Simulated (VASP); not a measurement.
Write the native input for VASP 6.6.1 that does the following.

| Quantity | Value |
| --- | --- |
| Task | single point |
| Functional | PBEsol |
| Potentials or basis | VASP PAW PBE potentials, release 64 (Cd, F) |
| Cutoff | 600 eV |
| k mesh | 8 × 8 × 8 |
| Occupations | gaussian, width 0.02 eV |
| Spin | no spin polarisation |
| Dipole correction | no |
| Further INCAR settings | ALGO = Normal; EDIFF = 1e-06; NBANDS = 20 |

The structure of CdF2 lies in POSCAR:

```
CdF2
1.0
    0.0000000000      2.6920085946      2.6920085946
    2.6920085946      0.0000000000      2.6920085946
    2.6920085946      2.6920085946      0.0000000000
Cd F
1 2
Direct
    0.0000000000      0.0000000000      0.0000000000
    0.2500000000      0.2500000000      0.2500000000
    0.7500000000      0.7500000000      0.7500000000
```

One way to write it, as run:

INCAR

```
PREC = Accurate ; ENCUT = 600
EDIFF = 1E-6 ; ISMEAR = 0
SIGMA = 0.02 ; LREAL = False
LASPH = True ; NELM = 120
ALGO = Normal ; ISIF = 2
LWAVE = False ; LCHARG = False
GGA = PS ; NBANDS = 20
GGA_COMPAT = False
```

KPOINTS

```
regular mesh
0
Gamma
  8 8 8
```

Potentials or basis: VASP PAW PBE potentials, release 64 (Cd, F).

Run with:

```bash
$ cat potpaw_PBE.64/Cd/POTCAR potpaw_PBE.64/F/POTCAR > POTCAR
$ mpirun -np 1 vasp_std > vasp.out
```

It gave:

| Item | Value |
| --- | --- |
| Pressure | 0.7 GPa |
| Band gap on the k mesh | 2.91 eV (least direct gap 3.40 eV) |

Caveat: the PAW data sets were made with another functional, which shifts forces and pressure a little.

Run time: 39 s on 1 thread of Intel Xeon 8259CL, with other jobs on the host, peak memory 0.18 GiB.
